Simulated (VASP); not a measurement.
Bi2Se3:

```
CELL_PARAMETERS angstrom
2.07150 1.19598 9.54533
-2.07150 1.19598 9.54533
0.00000 -2.39196 9.54533
ATOMIC_POSITIONS crystal
Bi 0.59920 0.59920 0.59920
Bi 0.40080 0.40080 0.40080
Se 0.78830 0.78830 0.78830
Se 0.21170 0.21170 0.21170
Se 0.00000 0.00000 0.00000
```

Base run:

* Program: VASP 6.6.1
* Functional: PBE
* Dispersion: D2
* Potentials or basis: VASP PAW PBE potentials, release 64 (Bi_d, Se)
* Cutoff: 520 eV
* k mesh: 6 × 6 × 6
* Occupations: gaussian, width 0.02 eV
* Spin: no spin polarisation

Its results: band gap on the k mesh 0.22 eV; pressure -0.1 GPa; largest force 0.267 eV/Å.

Question: The run is repeated on the same cell with these changes: dispersion from D2 to TS. What comes out?

Answer: Band gap on the k mesh 0.22 eV; pressure 1.6 GPa; largest force 0.181 eV/Å.

Caveats: spin-orbit coupling is left out, which moves the levels of the heavy elements.

A k mesh can miss the band edges.
